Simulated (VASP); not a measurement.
# SnSe (P1) in VASP: a series of runs

The runs below take SnSe through single point, with PBE.

All numbers are computed with VASP 6.6.1; they aren't measurements. Logs are shortened: lines on timing, memory, paths and dates and some standing lists are left out, and cuts for length are marked.

## Step 1: The cell of the first run

The typed cell holds 4 atoms: a = 5.075 Å, b = 5.075 Å, c = 6.174 Å, α = 90.00°, β = 90.00°, γ = 120.00°.

## Step 2: Single point, PBE

INCAR

```
SYSTEM = SnSe
PREC     = Accurate       ! precision mode
ENCUT    = 520            ! plane-wave cutoff, eV
EDIFF    = 1E-6           ! SCF threshold, eV
ISMEAR   = -1             ! smearing method
SIGMA    = 0.146          ! smearing width, eV
LREAL    = .False.        ! projectors in reciprocal space
LASPH    = .True.         ! aspherical terms in the spheres
NELM     = 80             ! most SCF steps
ALGO     = Normal         ! electronic algorithm
ISIF     = 2              ! what is computed and relaxed
LWAVE    = .False.        ! write WAVECAR
LCHARG   = .True.         ! write CHGCAR
GGA      = PE             ! functional
LELF     = .True.         ! ELF
LVHAR    = .True.       
NBANDS   = 28             ! bands
```

KPOINTS

```
regular mesh
0
Gamma
  6 6 2
  0 0 0
```

POSCAR

```
SnSe
1.0
    5.0747781503      0.0000000000      0.0000000000
   -2.5373890752      4.3948867967      0.0000000000
    0.0000000000      0.0000000000      6.1736757433
Sn Se
2 2
Direct
    0.3116609875      0.6510757006     -0.0325984079
    0.6924963551      0.3497084387      0.4818102090
    0.3268665447      0.6594456545      0.3992830370
    0.6668841905      0.3393757494      0.8876753862
```

Potentials or basis: VASP PAW PBE potentials, release 64 (Sn_d, Se).

The run is started by

```
$ cat potpaw_PBE.64/Sn_d/POTCAR potpaw_PBE.64/Se/POTCAR > POTCAR
$ mpirun -np 1 vasp_std > vasp.out
```

OUTCAR:

```text
SYSTEM = SnSe
   PREC = Accurate
   ENCUT = 520
   EDIFF = 1E-6
   ISMEAR = -1
   LREAL = .False.
   LASPH = .True.
   NELM = 80
   ISIF = 2
   GGA = PE

 ion  position               nearest neighbor table
   1  0.312  0.651  0.967-   3 2.67   4 2.88   4 2.97   4 3.07
   2  0.692  0.350  0.482-   4 2.51   3 2.83   3 3.01   3 3.08
   3  0.327  0.659  0.399-   1 2.67   2 2.83   2 3.01   2 3.08
   4  0.667  0.339  0.888-   2 2.51   1 2.88   1 2.97   1 3.07

  LATTYP: Found a hexagonal cell.
 ALAT       =     5.0747781503
 C/A-ratio  =     1.2165410113

  Lattice vectors:

 A1 = (   5.0747781503,   0.0000000000,   0.0000000000)
 A2 = (  -2.5373890752,   4.3948867967,   0.0000000000)
 A3 = (   0.0000000000,   0.0000000000,   6.1736757433)

Analysis of symmetry for initial positions (statically):
=====================================================================
 Subroutine PRICEL returns:
 Original cell was already a primitive cell.

 Routine SETGRP: Setting up the symmetry group for a
 hexagonal supercell.

 Subroutine GETGRP returns: Found  1 space group operations
 (whereof  1 operations were pure point group operations)
 out of a pool of 24 trial point group operations.

The static configuration has the point symmetry C_1 .

Analysis of symmetry for dynamics (positions and initial velocities):
=====================================================================
 Subroutine PRICEL returns:
 Original cell was already a primitive cell.

 Routine SETGRP: Setting up the symmetry group for a
 hexagonal supercell.

 Subroutine GETGRP returns: Found  1 space group operations
 (whereof  1 operations were pure point group operations)
 out of a pool of 24 trial point group operations.

The dynamic configuration has the point symmetry C_1 .

 Subroutine INISYM returns: Found  1 space group operations
 (whereof  1 operations are pure point group operations),
 and found     1 'primitive' translations

----------------------------------------------------------------------------------------

                                     Primitive cell

  volume of cell :     137.6920

  direct lattice vectors                    reciprocal lattice vectors
     5.074778150  0.000000000  0.000000000     0.197052949  0.113768573  0.000000000
    -2.537389075  4.394886797  0.000000000     0.000000000  0.227537146  0.000000000
     0.000000000  0.000000000  6.173675743     0.000000000  0.000000000  0.161978057

  length of vectors
     5.074778150  5.074778150  6.173675743     0.227537146  0.227537146  0.161978057

  position of ions in fractional coordinates (direct lattice)
     0.311660987  0.651075701  0.967401592
     0.692496355  0.349708439  0.481810209
     0.326866545  0.659445654  0.399283037
     0.666884190  0.339375749  0.887675386

  ion indices of the primitive-cell ions
   primitive index   ion index
                 1           1
                 2           2
                 3           3
                 4           4

----------------------------------------------------------------------------------------

 KPOINTS: regular mesh

Automatic generation of k-mesh.
 Grid dimensions read from file:
 generate k-points for:    6    6    2

 Generating k-lattice:

  Cartesian coordinates                     Fractional coordinates (reciprocal lattice)
     0.032842158  0.018961429  0.000000000     0.166666667  0.000000000  0.000000000
     0.000000000  0.037922858  0.000000000     0.000000000  0.166666667  0.000000000
     0.000000000  0.000000000  0.080989028     0.000000000  0.000000000  0.500000000

  Length of vectors
     0.037922858  0.037922858  0.080989028

  Shift w.r.t. Gamma in fractional coordinates (k-lattice)
     0.000000000  0.000000000  0.000000000

 Subroutine IBZKPT returns following result:
 ===========================================

 Found     40 irreducible k-points:

 Following reciprocal coordinates:
            Coordinates               Weight
  0.000000  0.000000  0.000000      1.000000
  0.166667 -0.000000  0.000000      2.000000
  0.000000  0.166667  0.000000      2.000000
 -0.166667  0.166667  0.000000      2.000000
  0.333333 -0.000000  0.000000      2.000000
  0.000000  0.333333  0.000000      2.000000
[... 16 lines left out ...]
  0.000000  0.166667  0.500000      2.000000
 -0.166667  0.166667  0.500000      2.000000
 [... further k-points ...]
   k-points           NKPTS =     40   k-points in BZ     NKDIM =     40   number of bands    NBANDS=     28
   number of dos      NEDOS =    301   number of ions     NIONS =      4
   total plane-waves  NPLWV =  76800
   dimension x,y,z NGX =    40 NGY =   40 NGZ =   48
   dimension x,y,z NGXF=    80 NGYF=   80 NGZF=   96
   ions per type =               2   2
   NGX,Y,Z   is equivalent  to a cutoff of  13.10, 13.10, 12.93 a.u.
   NGXF,Y,Z  is equivalent  to a cutoff of  26.21, 26.21, 25.85 a.u.
 SYSTEM =  SnSe
   PREC   = accura    normal or accurate (medium, high low for compatibility)
   ISTART =      0    job   : 0-new  1-cont  2-samecut
   ICHARG =      2    charge: 1-file 2-atom 10-const
   ISPIN  =      1    spin polarized calculation?
   LNONCOLLINEAR =      F non collinear calculations
   LSORBIT =      F    spin-orbit coupling
   LASPH  =      T    aspherical Exc in radial PAW
   ENCUT  =  520.0 eV  38.22 Ry    6.18 a.u.   9.44  9.44 11.48*2*pi/ulx,y,z
   NELM   =     80;   NELMIN=  2; NELMDL= -5     # of ELM steps
   EDIFF  = 0.1E-05   stopping-criterion for ELM
   LREAL  =      F    real-space projection
   EDIFFG = 0.1E-04   stopping-criterion for IOM
   NSW    =      0    number of steps for IOM
   IBRION =     -1    ionic relax: 0-MD 1-quasi-New 2-CG
   NFREE  =      0    steps in history (QN), initial steepest desc. (CG)
   ISIF   =      2    stress and relaxation
   ISYM   =      2    0-nonsym 1-usesym 2-fastsym
   POTIM  = 0.5000    time-step for ionic-motion
   TEBEG  =    0.0;   TEEND  =   0.0 temperature during run
   PSTRESS=    0.0 pullay stress
   NELECT =      40.0000    total number of electrons
   NUPDOWN=      -1.0000    fix difference up-down
   EMIN   =  10.00;   EMAX   =-10.00  energy-range for DOS
   EFERMI =   0.00;   METHOD = LEGACY
   ISMEAR =    -1;   SIGMA  =   0.15  broadening in eV -4-tet -1-fermi 0-gaus
   EFERMI_NEDOS =   21; number of points for ismear=-14 and -15
   IALGO  =     38    algorithm
   IMIX   =      4    mixing-type and parameters
     AMIX     =   0.40;   BMIX     =  1.00
     AMIX_MAG =   1.60;   BMIX_MAG =  1.00
  volume/ion in A,a.u.               =      34.42       232.30
  Fermi-wavevector in a.u.,A,eV,Ry     =   1.084240  2.048916 15.994679  1.175576
  Thomas-Fermi vector in A             =   2.220325
   LORBIT       =      0    0 simple, 1 ext, 2 COOP (PROOUT), +10 PAW based schemes
   GGA     = PE    functional components
   LHFCALC =     F    Hartree Fock is set to
   AEXX    =    0.0000 exact exchange contribution
   IVDW    =     0    specifies the selected vdW correction
   LEPSILON=     F    determine dielectric tensor
   LRPA    =     F    only Hartree local field effects (RPA)
 non-spin polarized calculation
  energy-cutoff  :      520.00
  volume of cell :      137.69
 maximum number of plane-waves:      3740
 NGX is ok and might be reduce to    40
   NGX = 19   NGY = 19   NGZ = 23

 number of electron      39.9999998 magnetization

 Free energy of the ion-electron system (eV)
  ---------------------------------------------------
  ext. energy  EPLUGINS =         0.00000000
  ---------------------------------------------------
  free energy    TOTEN  =       -15.48490487 eV

  energy without entropy =      -15.46349612  energy(sigma->0) =      -15.47420049

 E-fermi :   3.9820     XC(G=0):  -8.2356

 val. band max:        3.6630939391   @ k =   0.3333   0.3333   0.5000
 cond. band min:       4.4533022538   @ k =   0.0000   0.1667   0.0000
 fundamental gap:      0.7902083146
 Fermi energy:         3.9820221590

 k-point     1 :       0.0000    0.0000    0.0000
  band No.  band energies     occupation
      1     -18.0737      2.00000
      2     -18.0685      2.00000
      3     -18.0519      2.00000
      4     -18.0369      2.00000
      5     -18.0239      2.00000
      6     -17.8651      2.00000
[... 20 lines left out ...]
     27       8.9476      0.00000
     28       9.3295      0.00000

 k-point     2 :       0.1667   -0.0000    0.0000
  band No.  band energies     occupation
      1     -18.0747      2.00000
      2     -18.0678      2.00000
      3     -18.0508      2.00000
      4     -18.0370      2.00000
      5     -18.0241      2.00000
      6     -17.8650      2.00000
[... 20 lines left out ...]
     27       9.0596      0.00000
     28       9.2870      0.00000

 k-point     3 :       0.0000    0.1667    0.0000
  band No.  band energies     occupation
      1     -18.0735      2.00000
      2     -18.0687      2.00000
      3     -18.0514      2.00000
      4     -18.0371      2.00000
      5     -18.0240      2.00000
      6     -17.8645      2.00000
[... 20 lines left out ...]
     27       8.8315      0.00000
     28       9.2572      0.00000

 k-point     4 :      -0.1667    0.1667    0.0000
  band No.  band energies     occupation
      1     -18.0736      2.00000
      2     -18.0689      2.00000
      3     -18.0509      2.00000
      4     -18.0371      2.00000
      5     -18.0240      2.00000
      6     -17.8645      2.00000
[... 578 lines left out ...]
     27       9.7441      0.00000
     28       9.8966      0.00000

 k-point    23 :       0.0000    0.1667    0.5000
  band No.  band energies     occupation
      1     -18.0735      2.00000
      2     -18.0687      2.00000
      3     -18.0491      2.00000
      4     -18.0373      2.00000
      5     -18.0239      2.00000
      6     -17.8634      2.00000
[... 20 lines left out ...]
     27       9.8084      0.00000
     28       9.9717      0.00000

 k-point    24 :      -0.1667    0.1667    0.5000
  band No.  band energies     occupation
      1     -18.0736      2.00000
      2     -18.0689      2.00000
      3     -18.0488      2.00000
      4     -18.0372      2.00000
      5     -18.0240      2.00000
      6     -17.8634      2.00000
[... 20 lines left out ...]
     27       9.7646      0.00000
     28       9.9387      0.00000

 [... further k-points ...]
[... 5 lines left out ...]
  --------------------------------------------------------------------------------------
  -------------------------------------------------------------------------------------
  Total        1.2403335      0.6702392      7.5750481      0.2885889     -0.0303915     -0.0863988
  in kB       14.4324638      7.7988730     88.1429143      3.3580070     -0.3536346     -1.0053327
  external PRESSURE =      36.7914170 kB  Pullay stress =       0.0000000 kB

 VOLUME and BASIS-vectors are now :
 -----------------------------------------------------------------------------
  energy-cutoff  :      520.00
  volume of cell :      137.69
      direct lattice vectors                 reciprocal lattice vectors
     5.074778150  0.000000000  0.000000000     0.197052949  0.113768573  0.000000000
    -2.537389075  4.394886797  0.000000000     0.000000000  0.227537146  0.000000000
     0.000000000  0.000000000  6.173675743     0.000000000  0.000000000  0.161978057

 POSITION                                       TOTAL-FORCE (eV/Angst)
 -----------------------------------------------------------------------------------
     -0.07042      2.86140      5.97242         0.119961      0.181418     -0.127045
      2.62692      1.53693      2.97454        -0.236953     -0.205573     -1.631684
     -0.01450      2.89819      2.46504         0.194887      0.138165      0.205642
      2.52316      1.49152      5.48022        -0.077895     -0.114010      1.553087
 -----------------------------------------------------------------------------------
    total drift:                               -0.000001      0.000140     -0.000832

  FREE ENERGIE OF THE ION-ELECTRON SYSTEM (eV)
  ---------------------------------------------------
  free  energy   TOTEN  =       -15.4849048669 eV

  energy  without entropy=      -15.4634961153  energy(sigma->0) =      -15.47420049
```

It took 3 min on 1 thread of Intel Xeon Platinum 8559C (Emerald Rapids), shared host; peak memory 0.32 GiB.

What came out:

| Item | Value |
| --- | --- |
| Free energy | -15.4849 eV |
| Pressure | 3.7 GPa |
| Largest force | 1.662 eV/Å |
| Band gap on the k mesh | 0.79 eV (least direct gap 1.25 eV) |

Forces on the atoms (eV/Å):
```
Sn   0.120  0.181 -0.127
Sn  -0.237 -0.206 -1.632
Se   0.195  0.138  0.206
Se  -0.078 -0.114  1.553
```

Caveat: the k points lie up to 0.51 Å⁻¹ apart; the structure was generated, so it needn't be the stable form of SnSe; semilocal functionals underestimate gaps, and a narrow one can read as zero; spin-orbit coupling is left out, which moves the levels of the heavy elements; forces of over 1 eV/Å act on the atoms, so gaps and moduli don't describe the material at rest. A k mesh can miss the band edges.

## Step 3: Single point, PBE

INCAR

```
SYSTEM = SnSe
ALGO = Normal
EDIFF = 1E-6
ENCUT = 520
GGA = PE
ISIF = 2
ISMEAR = -1
LASPH = .TRUE.
LCHARG = .FALSE.
LREAL = .FALSE.
LWAVE = .FALSE.
NBANDS = 28
NELM = 80
PREC = Accurate
SIGMA = 0.146
```

KPOINTS

```
k-points
0
G
  6 6 2
  0 0 0
```

POSCAR

```
SnSe
1.0
    5.0747781503      0.0000000000      0.0000000000
   -2.5373890752      4.3948867967      0.0000000000
    0.0000000000      0.0000000000      6.1736757433
Sn Se
2 2
Direct
    0.2910027178      0.6367656619     -0.0271705232
    0.7161594895      0.3645627462      0.4884929377
    0.3249066903      0.6545394985      0.3868632075
    0.6643270841      0.3434639093      0.8818905019
```

Potentials or basis: VASP PAW PBE potentials, release 64 (Sn_d, Se).

The run is started by

```
$ cat potpaw_PBE.64/Sn_d/POTCAR potpaw_PBE.64/Se/POTCAR > POTCAR
$ mpirun -np 1 vasp_std > vasp.out
```

Wall time 2.5 min (1 thread of Intel Xeon Platinum 8559C (Emerald Rapids), shared host); peak memory 0.33 GiB.

Results (log left out):

| Property | Result |
| --- | --- |
| Free energy | -15.2065 eV |
| Pressure | 5.3 GPa |
| Largest force | 2.423 eV/Å |
| Band gap on the k mesh | 0.83 eV (least direct gap 1.51 eV) |

Forces in eV/Å, atoms in the order of the input:
```
Sn   0.227  0.315 -0.726
Sn  -0.423 -0.357 -2.359
Se   0.403  0.267  0.860
Se  -0.207 -0.225  2.226
```

Stress tensor (GPa, compression positive):
```
 2.71  0.76 -0.29
 0.76  1.18 -0.07
-0.29 -0.07 11.94
```

Levels at points of the mesh, in eV from the valence-band top:
```tsv
k point	band 16	band 17	band 18	band 19	band 20	band 21	band 22	band 23	band 24	band 25
(0.00, 0.00, 0.00)	-3.34	-3.07	-2.56	-2.30	-1.88	0.83	1.57	2.41	3.62	4.78
(0.50, 0.00, 0.00)	-3.96	-3.80	-2.11	-1.16	-0.22	2.08	2.25	3.28	4.41	4.53
(0.00, 0.50, 0.00)	-4.24	-3.41	-2.52	-1.85	-0.64	1.73	2.31	2.99	4.60	5.20
(0.50, 0.50, 0.00)	-4.10	-3.50	-2.37	-1.58	-0.43	1.91	2.27	3.05	4.61	4.96
(0.00, 0.00, 0.50)	-3.17	-2.67	-2.31	-1.42	-1.35	1.15	1.38	2.16	2.35	2.63
(0.50, 0.00, 0.50)	-2.96	-2.91	-2.79	-0.65	-0.34	1.56	1.90	3.20	3.31	3.53
(0.00, 0.50, 0.50)	-3.45	-2.80	-2.70	-1.01	-0.85	1.50	1.76	3.10	3.37	3.71
(0.50, 0.50, 0.50)	-3.30	-2.73	-2.65	-0.90	-0.76	1.48	1.79	3.13	3.29	3.65
```

Caveat: the k points lie up to 0.51 Å⁻¹ apart; the structure was generated, so it needn't be the stable form of SnSe; spin-orbit coupling is left out, which moves the levels of the heavy elements; forces of over 1 eV/Å act on the atoms, so gaps and moduli don't describe the material at rest. A k mesh can miss the band edges.
